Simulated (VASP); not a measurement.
SrO, 2 atoms in the cell. The structure is cubic, space group Fm-3m (No. 225). The conventional cell has a = 5.133 Å, b = 5.133 Å, c = 5.133 Å, α = 90.00°, β = 90.00°, γ = 90.00°. Sr (site symmetry m-3m) has 6 O at 2.57 Å within 3.4 Å. Within 3.4 Å of O (site symmetry m-3m) lie 6 Sr at 2.57 Å. 

```yaml
Program: VASP 6.6.1
Task: single point
Functional: PBE
Potentials_or_basis: VASP PAW PBE potentials, release 64 (Sr_sv, O)
Cutoff: 600 eV
k_mesh: 3 × 3 × 3
Occupations: gaussian, width 0.01 eV
Spin: no spin polarisation
Dipole_correction: no
Further_INCAR_settings: ALGO = Normal; EDIFF = 1e-06; NBANDS = 15
```

Potentials or basis: VASP PAW PBE potentials, release 64 (Sr_sv, O).

Command:

```console
$ cat potpaw_PBE.64/Sr_sv/POTCAR potpaw_PBE.64/O/POTCAR > POTCAR
$ mpirun -np 1 vasp_std > vasp.out
```

Hardware: 1 thread of Intel(R) Xeon(R) 6975P-C (Granite Rapids), on a shared host.

Problem. How long does it take, and how much memory?

Solution. Wall time 4.7 s on 1 thread of Intel(R) Xeon(R) 6975P-C (Granite Rapids) (shared host), peak memory 0.16 GiB. Counts: scf iterations 13, k points 4.
